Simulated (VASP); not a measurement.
Here is a VASP 6.6.1 calculation.

The input POSCAR:

```
ZrC
1.0
    0.0000000000      2.2542414439      2.2542414439
    2.2542414439      0.0000000000      2.2542414439
    2.2542414439      2.2542414439      0.0000000000
Zr C
1 1
Direct
    0.0000000000      0.0000000000      0.0000000000
    0.5000000000      0.5000000000      0.5000000000
```

File INCAR.step1:

```
SYSTEM = ZrC
PREC     = Accurate       ! precision mode
ENCUT    = 660            ! plane-wave cutoff, eV
ISMEAR   = 0              ! smearing method
SIGMA    = 0.1            ! smearing width, eV
LREAL    = .FALSE.        ! projectors in reciprocal space
LASPH    = .TRUE.         ! aspherical terms in the spheres
NELM     = 120            ! most SCF steps
GGA      = PE             ! functional
ALGO     = Normal         ! electronic algorithm
EDIFF    = 1E-5           ! SCF threshold, eV
LWAVE    = .TRUE.         ! write WAVECAR
LCHARG   = .FALSE.        ! write CHGCAR
GGA_COMPAT= .FALSE.      
IBRION   = 2              ! ionic algorithm
ISIF     = 3              ! what is computed and relaxed
EDIFFG   = -0.005         ! ionic threshold
NELMIN   = 4            
NSW      = 100            ! ionic steps
```

File INCAR.step2:

```
SYSTEM = ZrC
PREC     = Accurate       ! precision mode
ENCUT    = 660            ! plane-wave cutoff, eV
EDIFF    = 1E-7           ! SCF threshold, eV
ISMEAR   = 0              ! smearing method
SIGMA    = 0.1            ! smearing width, eV
LREAL    = .FALSE.        ! projectors in reciprocal space
LASPH    = .TRUE.         ! aspherical terms in the spheres
NELM     = 120            ! most SCF steps
ALGO     = Normal         ! electronic algorithm
ISIF     = 3              ! what is computed and relaxed
LWAVE    = .FALSE.        ! write WAVECAR
LCHARG   = .FALSE.        ! write CHGCAR
METAGGA  = R2SCAN         ! meta-GGA
LMIXTAU  = .TRUE.       
IBRION   = 2              ! ionic algorithm
NSW      = 80             ! ionic steps
EDIFFG   = -0.05          ! ionic threshold
ISTART   = 1            
GGA_COMPAT= .FALSE.      
NELMIN   = 4
```

File KPOINTS:

```
regular mesh
0
G
  8 8 8
  0 0 0
```

Potentials or basis: VASP PAW PBE potentials, release 64 (Zr_sv, C).

Command:

```sh
$ cat potpaw_PBE.64/Zr_sv/POTCAR potpaw_PBE.64/C/POTCAR > POTCAR
$ cp INCAR.step1 INCAR
$ mpirun -np 1 vasp_std > vasp.out
$ cp INCAR.step2 INCAR
$ mpirun -np 1 vasp_std > vasp.out
```

Task: Estimate the band gap on the k mesh.

Result: Zero (band 8 reaches 10.47 eV, above the bottom of band 9 at 9.14 eV).

Task: Predict the relaxed volume.

Result: 13.10 Å³/atom.

Task: Predict the space group after relaxing (to 0.05 Å).

Result: Fm-3m (No. 225).

Step by step:
```
step  energy change (eV)  largest force (eV/Å)  pressure (GPa)  volume (Å³)
   1              0.0000                0.0000           39.58        22.91
   2              0.6398                0.0000          -34.59        33.63
   3             -0.3573                0.0000           -2.29        26.42
   4             -0.3592                0.0000           -0.33        26.19
```

Caveat: the PAW data sets were made with another functional, which shifts forces and pressure a little.
